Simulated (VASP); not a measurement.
Set up this calculation in VASP 6.6.1, as the native input.

| Property | Result |
| --- | --- |
| Task | single point |
| Functional | PBEsol |
| Potentials or basis | VASP PAW PBE potentials, release 64 (C, Si, H) |
| Cutoff | 520 eV |
| k mesh | 4 × 8 × 1 |
| Occupations | gaussian, width 0.05 eV |
| Spin | no spin polarisation |
| Dipole correction | yes |
| Further INCAR settings | LREAL = Auto; ALGO = Normal; EDIFF = 1e-06; NBANDS = 45 |

The structure of Si3H2C4 lies in POSCAR:

```
Si3H2C4
1.0
    6.1612406585      0.0000000000      0.0000000000
    0.0000000000      3.0806203293      0.0000000000
    0.0000000000      0.0000000000     20.0373883794
C Si H
8 6 4
Direct
    0.5000000000      0.5000000000      0.2321862369
    0.0000000000      0.5000000000      0.2321862369
    0.7500000000      0.0000000000      0.3408993827
    0.2500000000      0.0000000000      0.3408993827
   -0.0060833487      0.5000000000      0.4544933937
    0.5054632220      0.5000000000      0.4341163520
    0.3900211982      0.0000000000      0.5252857264
    0.6103787187      0.0000000000      0.5395091369
    0.2500000000      0.5000000000      0.2865428098
    0.7500000000      0.5000000000      0.2865428098
    0.5014113748      0.0000000000      0.3878101011
   -0.0032601419      0.0000000000      0.3965196861
    0.7198132848      0.5000000000      0.5012591794
    0.2696943272      0.5000000000      0.4940217152
    0.5000000000      0.2248963861      0.1983620084
    0.5000000000      0.7751036139      0.1983620084
    0.0000000000      0.7747262802      0.1982371399
    0.0000000000      0.2252737198      0.1982371399
```

One way to write it, as run:

INCAR

```
SYSTEM = Si3H2C4
ALGO = Normal ; DIPOL = 0.5 0.5 0.347
EDIFF = 1E-6 ; ENCUT = 520
GGA = PS ; IDIPOL = 3
ISIF = 2 ; ISMEAR = 0
LASPH = .True. ; LCHARG = .False.
LDIPOL = .True. ; LREAL = Auto
LWAVE = .False. ; NBANDS = 45
NELM = 100 ; PREC = Accurate
SIGMA = 0.05
```

KPOINTS

```
k-points
0
Gamma
  4 8 1
  0 0 0
```

Potentials or basis: VASP PAW PBE potentials, release 64 (C, Si, H).

Run with:

```sh
$ cat potpaw_PBE.64/C/POTCAR potpaw_PBE.64/Si/POTCAR potpaw_PBE.64/H/POTCAR > POTCAR
$ mpirun -np 1 vasp_std > vasp.out
```

It gave:

The largest force is 2.898 eV/Å and the band gap on the k mesh is 0.26 eV, indirect (least direct gap 1.03 eV).

Caveat: the PAW data sets were made with another functional, which shifts forces and pressure a little.

It took 7.6 min on 1 thread of Intel Xeon 6975P-C (shared host), peak memory 0.51 GiB.
